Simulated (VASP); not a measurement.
# AlNi (P4mm) in VASP: further runs, part 2 of 3

VASP 6.6.1. Earlier steps stand in the parts before.

### 3 Single point, PBEsol (atoms displaced along a vibrational mode, the cell strained)

File INCAR:

```
  PREC = Accurate
  ENCUT = 520
  EDIFF = 1E-6
  ISMEAR = 0
  SIGMA = 0.15
  LREAL = False
  LASPH = True
  NELM = 80
  ALGO = Fast
  ISIF = 2
  LWAVE = False
  LCHARG = False
  GGA = PS
  NBANDS = 14
```

File KPOINTS:

```
Automatic mesh
0
Gamma
  16 16 16
```

File POSCAR:

```
AlNi
1.0
    2.9096158249      0.0000000000      0.0000000000
    0.0000000000      2.9096158249      0.0000000000
    0.0000000000      0.0000000000      2.9096158249
Al Ni
1 1
Direct
    0.0000000000      0.0000000000     -0.0265564957
    0.5000000000      0.5000000000      0.5122081036
```

Potentials or basis: VASP PAW PBE potentials, release 64 (Al, Ni).

Started as:

```bash
$ cat potpaw_PBE.64/Al/POTCAR potpaw_PBE.64/Ni/POTCAR > POTCAR
$ mpirun -np 1 vasp_std > vasp.out
```

OUTCAR:

```text
PREC = Accurate
   ENCUT = 520
   EDIFF = 1E-6
   ISMEAR = 0
   LREAL = False
   LASPH = True
   NELM = 80
   ISIF = 2
   GGA = PS

 ion  position               nearest neighbor table
   1  0.000  0.000  0.973-   2 2.46   2 2.46   2 2.46   2 2.46   2 2.59   2 2.59   2 2.59   2 2.59

   2  0.500  0.500  0.512-   1 2.46   1 2.46   1 2.46   1 2.46   1 2.59   1 2.59   1 2.59   1 2.59

  LATTYP: Found a simple cubic cell.
 ALAT       =     2.9096158249

  Lattice vectors:

 A1 = (   2.9096158249,   0.0000000000,   0.0000000000)
 A2 = (   0.0000000000,   2.9096158249,   0.0000000000)
 A3 = (   0.0000000000,   0.0000000000,   2.9096158249)

Analysis of symmetry for initial positions (statically):
=====================================================================
 Subroutine PRICEL returns:
 Original cell was already a primitive cell.

 Routine SETGRP: Setting up the symmetry group for a
 simple cubic supercell.

 Subroutine GETGRP returns: Found  8 space group operations
 (whereof  8 operations were pure point group operations)
 out of a pool of 48 trial point group operations.

The static configuration has the point symmetry C_4v.

Analysis of symmetry for dynamics (positions and initial velocities):
=====================================================================
 Subroutine PRICEL returns:
 Original cell was already a primitive cell.

 Routine SETGRP: Setting up the symmetry group for a
 simple cubic supercell.

 Subroutine GETGRP returns: Found  8 space group operations
 (whereof  8 operations were pure point group operations)
 out of a pool of 48 trial point group operations.

The dynamic configuration has the point symmetry C_4v.

 Subroutine INISYM returns: Found  8 space group operations
 (whereof  8 operations are pure point group operations),
 and found     1 'primitive' translations

----------------------------------------------------------------------------------------

                                     Primitive cell

  volume of cell :      24.6324

  direct lattice vectors                    reciprocal lattice vectors
     2.909615825  0.000000000  0.000000000     0.343687985  0.000000000  0.000000000
     0.000000000  2.909615825  0.000000000     0.000000000  0.343687985  0.000000000
     0.000000000  0.000000000  2.909615825     0.000000000  0.000000000  0.343687985

  length of vectors
     2.909615825  2.909615825  2.909615825     0.343687985  0.343687985  0.343687985

  position of ions in fractional coordinates (direct lattice)
     0.000000000  0.000000000  0.973443504
     0.500000000  0.500000000  0.512208104

  ion indices of the primitive-cell ions
   primitive index   ion index
                 1           1
                 2           2

----------------------------------------------------------------------------------------

 KPOINTS: Automatic mesh

Automatic generation of k-mesh.
 Grid dimensions read from file:
 generate k-points for:   16   16   16

 Generating k-lattice:

  Cartesian coordinates                     Fractional coordinates (reciprocal lattice)
     0.021480499  0.000000000  0.000000000     0.062500000  0.000000000  0.000000000
     0.000000000  0.021480499  0.000000000     0.000000000  0.062500000  0.000000000
     0.000000000  0.000000000  0.021480499     0.000000000  0.000000000  0.062500000

  Length of vectors
     0.021480499  0.021480499  0.021480499

  Shift w.r.t. Gamma in fractional coordinates (k-lattice)
     0.000000000  0.000000000  0.000000000

 Subroutine IBZKPT returns following result:
 ===========================================

 Found    405 irreducible k-points:

 Following reciprocal coordinates:
            Coordinates               Weight
  0.000000  0.000000  0.000000      1.000000
  0.062500  0.000000  0.000000      4.000000
  0.000000  0.000000  0.062500      2.000000
  0.125000  0.000000  0.000000      4.000000
  0.000000  0.000000  0.125000      2.000000
  0.187500  0.000000  0.000000      4.000000
[... 16 lines left out ...]
  0.187500  0.062500  0.000000      8.000000
  0.000000  0.187500  0.062500      8.000000
 [... further k-points ...]
   k-points           NKPTS =    405   k-points in BZ     NKDIM =    405   number of bands    NBANDS=     14
   number of dos      NEDOS =    301   number of ions     NIONS =      2
   total plane-waves  NPLWV =  13824
   dimension x,y,z NGX =    24 NGY =   24 NGZ =   24
   dimension x,y,z NGXF=    48 NGYF=   48 NGZF=   48
   ions per type =               1   1
   NGX,Y,Z   is equivalent  to a cutoff of  13.71, 13.71, 13.71 a.u.
   NGXF,Y,Z  is equivalent  to a cutoff of  27.43, 27.43, 27.43 a.u.
 SYSTEM =  unknown system
   PREC   = accura    normal or accurate (medium, high low for compatibility)
   ISTART =      0    job   : 0-new  1-cont  2-samecut
   ICHARG =      2    charge: 1-file 2-atom 10-const
   ISPIN  =      1    spin polarized calculation?
   LNONCOLLINEAR =      F non collinear calculations
   LSORBIT =      F    spin-orbit coupling
   LASPH  =      T    aspherical Exc in radial PAW
   ENCUT  =  520.0 eV  38.22 Ry    6.18 a.u.   5.41  5.41  5.41*2*pi/ulx,y,z
   NELM   =     80;   NELMIN=  2; NELMDL= -5     # of ELM steps
   EDIFF  = 0.1E-05   stopping-criterion for ELM
   LREAL  =      F    real-space projection
   EDIFFG = 0.1E-04   stopping-criterion for IOM
   NSW    =      0    number of steps for IOM
   IBRION =     -1    ionic relax: 0-MD 1-quasi-New 2-CG
   NFREE  =      0    steps in history (QN), initial steepest desc. (CG)
   ISIF   =      2    stress and relaxation
   ISYM   =      2    0-nonsym 1-usesym 2-fastsym
   POTIM  = 0.5000    time-step for ionic-motion
   TEBEG  =    0.0;   TEEND  =   0.0 temperature during run
   PSTRESS=    0.0 pullay stress
   NELECT =      13.0000    total number of electrons
   NUPDOWN=      -1.0000    fix difference up-down
   EMIN   =  10.00;   EMAX   =-10.00  energy-range for DOS
   EFERMI =   0.00;   METHOD = LEGACY
   ISMEAR =     0;   SIGMA  =   0.15  broadening in eV -4-tet -1-fermi 0-gaus
   EFERMI_NEDOS =   21; number of points for ismear=-14 and -15
   IALGO  =     68    algorithm
   IMIX   =      4    mixing-type and parameters
     AMIX     =   0.40;   BMIX     =  1.00
     AMIX_MAG =   1.60;   BMIX_MAG =  1.00
  volume/ion in A,a.u.               =      12.32        83.11
  Fermi-wavevector in a.u.,A,eV,Ry     =   1.322981  2.500072 23.813990  1.750279
  Thomas-Fermi vector in A             =   2.452623
   LORBIT       =      0    0 simple, 1 ext, 2 COOP (PROOUT), +10 PAW based schemes
   GGA     = PS    functional components
   LHFCALC =     F    Hartree Fock is set to
   AEXX    =    0.0000 exact exchange contribution
   IVDW    =     0    specifies the selected vdW correction
   LEPSILON=     F    determine dielectric tensor
   LRPA    =     F    only Hartree local field effects (RPA)
 non-spin polarized calculation
 RMM-DIIS sequential band-by-band and
 Gauss-broadening in eV      SIGMA  =   0.15
  energy-cutoff  :      520.00
  volume of cell :       24.63
 maximum number of plane-waves:       691
 NGX is ok and might be reduce to    24
   NGX = 11   NGY = 11   NGZ = 11

 number of electron      13.0000006 magnetization

 Free energy of the ion-electron system (eV)
  ---------------------------------------------------
  ext. energy  EPLUGINS =         0.00000000
  ---------------------------------------------------
  free energy    TOTEN  =       -11.53036880 eV

  energy without entropy =      -11.52143936  energy(sigma->0) =      -11.52590408

 E-fermi :   9.5131     XC(G=0): -12.0197

 val. band max:        9.5128617617   @ k =   0.3750   0.1875   0.1875
 cond. band min:       9.5145883320   @ k =   0.1250   0.3750   0.3125
 fundamental gap:      0.0017265703
 Fermi energy:         9.5131399452

 k-point     1 :       0.0000    0.0000    0.0000
  band No.  band energies     occupation
      1      -1.4032      2.00000
      2       6.3971      2.00000
      3       6.4090      2.00000
      4       8.0126      2.00000
      5       8.0243      2.00000
      6       8.0243      2.00000
      7      14.8875      0.00000
      8      14.8875      0.00000
      9      14.8993      0.00000
     10      17.5761      0.00000
     11      17.5774      0.00000
     12      22.6366      0.00000
     13      29.9605      0.00000
     14      30.0315      0.00000
[... 375 lines left out ...]
 k-point    24 :       0.0000    0.1875    0.0625
  band No.  band energies     occupation
      1      -0.7039      2.00000
      2       6.2880      2.00000
      3       6.5398      2.00000
      4       7.7533      2.00000
      5       7.7806      2.00000
      6       8.0232      2.00000
      7      11.4802      0.00000
      8      14.8853      0.00000
      9      15.7795      0.00000
     10      18.1680      0.00000
     11      20.5565      0.00000
     12      24.9829      0.00000
     13      25.5923      0.00000
     14      26.2605      0.00000

 [... further k-points ...]
[... 5 lines left out ...]
  --------------------------------------------------------------------------------------
  -------------------------------------------------------------------------------------
  Total       -1.0514986     -1.0514986     -1.1248764      0.0000000      0.0000000      0.0000000
  in kB      -68.3931054    -68.3931054    -73.1658516      0.0000000      0.0000000      0.0000000
  external PRESSURE =     -69.9840208 kB  Pullay stress =       0.0000000 kB

 VOLUME and BASIS-vectors are now :
 -----------------------------------------------------------------------------
  energy-cutoff  :      520.00
  volume of cell :       24.63
      direct lattice vectors                 reciprocal lattice vectors
     2.909615825  0.000000000  0.000000000     0.343687985  0.000000000  0.000000000
     0.000000000  2.909615825  0.000000000     0.000000000  0.343687985  0.000000000
     0.000000000  0.000000000  2.909615825     0.000000000  0.000000000  0.343687985

 POSITION                                       TOTAL-FORCE (eV/Angst)
 -----------------------------------------------------------------------------------
      0.00000      0.00000      2.83235         0.000000      0.000000      0.576457
      1.45481      1.45481      1.49033         0.000000     -0.000000     -0.576457
 -----------------------------------------------------------------------------------
    total drift:                                0.000000     -0.000000     -0.000352

  FREE ENERGIE OF THE ION-ELECTRON SYSTEM (eV)
  ---------------------------------------------------
  free  energy   TOTEN  =       -11.5303687987 eV

  energy  without entropy=      -11.5214393594  energy(sigma->0) =      -11.52590408
```

OSZICAR:

```text
N       E                     dE             d eps       ncg     rms          rms(c)
DAV:   1     0.396799756144E+02    0.39680E+02   -0.53403E+03 11484   0.959E+02
DAV:   2    -0.113479269282E+02   -0.51028E+02   -0.46222E+02 12072   0.178E+02
DAV:   3    -0.130915494502E+02   -0.17436E+01   -0.17254E+01 14466   0.367E+01
DAV:   4    -0.131147026541E+02   -0.23153E-01   -0.23147E-01 13636   0.386E+00
DAV:   5    -0.131153746225E+02   -0.67197E-03   -0.67196E-03 14698   0.714E-01    0.125E+01
RMM:   6    -0.153788146479E+02   -0.22634E+01   -0.16394E+01 13782   0.504E+01    0.178E+01
RMM:   7    -0.115519750668E+02    0.38268E+01   -0.45820E+00 12662   0.260E+01    0.116E+00
RMM:   8    -0.115417211711E+02    0.10254E-01   -0.10750E-01 12090   0.322E+00    0.776E-01
RMM:   9    -0.115344224172E+02    0.72988E-02   -0.32984E-02 12851   0.109E+00    0.568E-01
RMM:  10    -0.115303642968E+02    0.40581E-02   -0.83319E-03 13852   0.114E+00    0.133E-01
RMM:  11    -0.115305923996E+02   -0.22810E-03   -0.95143E-04 15266   0.370E-01    0.148E-01
RMM:  12    -0.115303577563E+02    0.23464E-03   -0.44324E-04 14710   0.236E-01    0.269E-02
RMM:  13    -0.115303670720E+02   -0.93157E-05   -0.98912E-05 15769   0.700E-02    0.727E-03
RMM:  14    -0.115303686186E+02   -0.15466E-05   -0.15859E-05 15854   0.290E-02    0.448E-03
RMM:  15    -0.115303687987E+02   -0.18012E-06   -0.13876E-06  9252   0.113E-02
   1 F= -.11530369E+02 E0= -.11525904E+02  d E =-.892944E-02
```

stdout:

```text
POSCAR found type information on POSCAR AlNi
 POSCAR found :  2 types and       2 ions
 scaLAPACK will be used
 -----------------------------------------------------------------------------
|                                                                             |
|                                                                             |
|     You enforced a specific xc type in the INCAR file but a different       |
|     I HOPE YOU KNOW WHAT YOU ARE DOING!                                     |
|                                                                             |
 -----------------------------------------------------------------------------

 LDA part: xc-table for (Slater+PW92), standard interpolation
 POSCAR, INCAR and KPOINTS ok, starting setup
 FFT: planning ... GRIDC
 FFT: planning ... GRID_SOFT
 FFT: planning ... GRID
 WAVECAR not read
 entering main loop
WARNING in EDDRMM: call to ZHEGV failed, returncode =   8  4     13
```

Run time: 39 s. Hardware: 1 thread of Intel Xeon 6975P-C (Granite Rapids), shared host; peak memory 0.25 GiB.

Results:

```
Free energy            : -11.5304 eV
Pressure               : -7.0 GPa
Largest force          : 0.576 eV/Å
Band gap on the k mesh : zero (an odd number of electrons rules out a gap without spin polarisation)
```

Forces in eV/Å, atoms in the order of the input:
```
Al   0.000  0.000  0.576
Ni   0.000  0.000 -0.576
```

Stress tensor (GPa, compression positive):
```
-6.84  0.00  0.00
 0.00 -6.84  0.00
 0.00  0.00 -7.32
```

Levels at points of the mesh, in eV from the Fermi level:
```csv
k point,band 3,band 4,band 5,band 6,band 7,band 8,band 9,band 10,band 11,band 12
"(0.00, 0.00, 0.00)",-3.10,-1.50,-1.49,-1.49,5.37,5.37,5.39,8.06,8.06,13.12
"(0.50, 0.00, 0.00)",-2.66,-2.18,-2.16,-1.41,-0.64,8.28,9.85,9.90,10.53,10.62
"(0.00, 0.00, 0.50)",-2.67,-2.16,-2.16,-1.42,-0.63,8.29,9.77,9.77,10.68,10.68
"(0.50, 0.50, 0.00)",-2.83,-2.83,-1.96,-1.96,-0.99,1.39,2.35,12.01,14.44,14.45
"(0.00, 0.50, 0.50)",-2.80,-2.72,-2.01,-2.00,-0.98,1.41,2.35,11.98,14.82,14.90
"(0.50, 0.50, 0.50)",-3.95,-0.96,-0.95,1.97,1.97,2.02,3.37,4.38,4.38,4.46
```

Caveat: the cell differs from its parent crystal (atoms displaced along a vibrational mode, the cell strained); the cell stands under tension; the PAW data sets were made with another functional, which shifts forces and pressure a little.

### 4 Single point, PBEsol (atoms displaced along a vibrational mode, the cell strained)

File INCAR:

```
SYSTEM = AlNi
ALGO     = Normal         ! electronic algorithm
EDIFF    = 1E-6           ! SCF threshold, eV
ENCUT    = 520            ! plane-wave cutoff, eV
GGA      = PS             ! functional
ISIF     = 2              ! what is computed and relaxed
ISMEAR   = 0              ! smearing method
LASPH    = .TRUE.         ! aspherical terms in the spheres
LCHARG   = .FALSE.        ! write CHGCAR
LREAL    = .FALSE.        ! projectors in reciprocal space
LWAVE    = .FALSE.        ! write WAVECAR
NBANDS   = 14             ! bands
NELM     = 60             ! most SCF steps
PREC     = Accurate       ! precision mode
SIGMA    = 0.15           ! smearing width, eV
```

File KPOINTS:

```
k-points
0
G
  16 16 16
  0 0 0
```

File POSCAR:

```
AlNi
1.0
    2.9096158249      0.0000000000      0.0000000000
    0.0000000000      2.9096158249      0.0000000000
    0.0000000000      0.0000000000      2.9096158249
Al Ni
1 1
Direct
    0.0000000000      0.0000000000     -0.0132782478
    0.5000000000      0.5000000000      0.5061040518
```

Started as:

```bash
$ cat potpaw_PBE.64/Al/POTCAR potpaw_PBE.64/Ni/POTCAR > POTCAR
$ mpirun -np 1 vasp_std > vasp.out
```

Run time: 31 s. Hardware: 1 thread of Intel Xeon 6975P-C (Granite Rapids), shared host; peak memory 0.26 GiB.

Results (log left out):

```
Free energy            : -11.5547 eV
Pressure               : -7.3 GPa
Largest force          : 0.288 eV/Å
Band gap on the k mesh : zero (an odd number of electrons rules out a gap without spin polarisation)
```

Forces on the atoms (eV/Å):
```
Al   0.000  0.000  0.288
Ni   0.000  0.000 -0.288
```

Stress tensor (GPa, compression positive):
```
-7.29  0.00  0.00
 0.00 -7.29  0.00
 0.00  0.00 -7.41
```

Levels at points of the mesh, in eV from the Fermi level:
| k point | band 3 | band 4 | band 5 | band 6 | band 7 | band 8 | band 9 | band 10 | band 11 | band 12 |
| --- | --- | --- | --- | --- | --- | --- | --- | --- | --- | --- |
| (0.00, 0.00, 0.00) | -3.10 | -1.49 | -1.49 | -1.49 | 5.37 | 5.37 | 5.37 | 8.05 | 8.05 | 13.18 |
| (0.50, 0.00, 0.00) | -2.65 | -2.17 | -2.16 | -1.40 | -0.64 | 8.26 | 9.84 | 9.86 | 10.59 | 10.61 |
| (0.00, 0.00, 0.50) | -2.65 | -2.16 | -2.16 | -1.41 | -0.63 | 8.27 | 9.82 | 9.82 | 10.63 | 10.63 |
| (0.50, 0.50, 0.00) | -2.81 | -2.81 | -1.99 | -1.99 | -0.98 | 1.40 | 2.35 | 11.97 | 14.69 | 14.69 |
| (0.00, 0.50, 0.50) | -2.80 | -2.78 | -2.00 | -2.00 | -0.98 | 1.41 | 2.35 | 11.96 | 14.87 | 14.89 |
| (0.50, 0.50, 0.50) | -3.95 | -0.95 | -0.95 | 1.99 | 1.99 | 2.01 | 3.44 | 4.35 | 4.35 | 4.38 |

Caveat: the cell differs from its parent crystal (atoms displaced along a vibrational mode, the cell strained); the cell stands under tension; the PAW data sets were made with another functional, which shifts forces and pressure a little. Spin polarisation is off, so any magnetic state and its effect on volume and gap are missing.

### 5 Single point, PBEsol (atoms displaced along a vibrational mode, the cell strained)

File INCAR:

```
  PREC = Accurate
  ENCUT = 520
  EDIFF = 1E-7
  ISMEAR = 0
  SIGMA = 0.15
  LREAL = F
  LASPH = T
  NELM = 100
  ALGO = Fast
  ISIF = 2
  LWAVE = F
  LCHARG = T
  GGA = PS
  LELF = T
  LVHAR = T
  NBANDS = 14
```

File KPOINTS:

```
Automatic mesh
0
Gamma
  16 16 16
```

File POSCAR:

```
AlNi
1.0
    2.9333689589      0.0000000000      0.0000000000
    0.0000000000      2.9333689589      0.0000000000
    0.0000000000      0.0000000000      2.9333689589
Al Ni
1 1
Direct
    0.0000000000      0.0000000000     -0.0066391239
    0.5000000000      0.5000000000      0.5030520259
```

Started as:

```bash
$ cat potpaw_PBE.64/Al/POTCAR potpaw_PBE.64/Ni/POTCAR > POTCAR
$ mpirun -np 1 vasp_std > vasp.out
```

It took 48 s on 1 thread of Intel Xeon 6975P-C (Granite Rapids), shared host; peak memory 0.26 GiB.

It converged, with:

| Quantity | Value |
| --- | --- |
| Free energy | -11.5263 eV |
| Pressure | -10.6 GPa |
| Largest force | 0.130 eV/Å |
| Band gap on the k mesh | zero (an odd number of electrons rules out a gap without spin polarisation) |

Forces in eV/Å, atoms in the order of the input:
```
Al   0.000  0.000  0.130
Ni   0.000  0.000 -0.130
```

Levels at points of the mesh, in eV from the Fermi level:
```
           k point  band 5  band 6  band 7  band 8  band 9  band 10
(0.00, 0.00, 0.00)   -1.44   -1.44    5.27    5.27    5.27     7.97
(0.50, 0.00, 0.00)   -2.10   -1.36   -0.62    8.23    9.72     9.73
(0.00, 0.00, 0.50)   -2.10   -1.36   -0.62    8.23    9.72     9.72
(0.50, 0.50, 0.00)   -1.93   -1.93   -0.95    1.36    2.24    11.70
(0.00, 0.50, 0.50)   -1.93   -1.93   -0.95    1.36    2.24    11.70
(0.50, 0.50, 0.50)   -0.92    2.02    2.02    2.02    3.25     4.24
```

Caveat: the cell differs from its parent crystal (atoms displaced along a vibrational mode, the cell strained); the cell stands under tension; the PAW data sets were made with another functional, which shifts forces and pressure a little. Spin polarisation is off, so any magnetic state and its effect on volume and gap are missing.

[end of part 2 of 3]
